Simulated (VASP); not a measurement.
The system is NiO.

```
Ni O
1.0
     0.00000    2.12681    2.12681
     2.12681    0.00000    2.12681
     2.12681    2.12681    0.00000
Ni O
1 1
Direct
  0.00000 0.00000 0.00000
  0.50000 0.50000 0.50000
```

Base run:

| Property | Result |
| --- | --- |
| Program | VASP 6.6.1 |
| Functional | PBE exchange alone |
| Potentials or basis | VASP PAW PBE potentials, release 64 (Ni, O) |
| Cutoff | 520 eV |
| k mesh | 11 × 11 × 11 |
| Occupations | fermi-dirac, width 0.05 eV |
| Spin | collinear spin, ferromagnetic start |
| Starting moments | [1.0, 0.0] μB |

Its results: pressure 19.3 GPa; net moment 1.95 μB per cell; site moments Ni +1.59; O +0.32 μB.

**Question.** The run is repeated on the same cell with these changes: functional from PBE exchange alone to RPBE. What comes out?

**Answer.** Pressure 2.1 GPa; net moment 1.90 μB per cell; site moments Ni +1.55; O +0.30 μB.

Caveats: a cell with one magnetic atom can't hold antiferromagnetic order, which such compounds often take; the cell stands under pressure (at least some runs); the PAW data sets were made with another functional, which shifts forces and pressure a little (at least some runs).
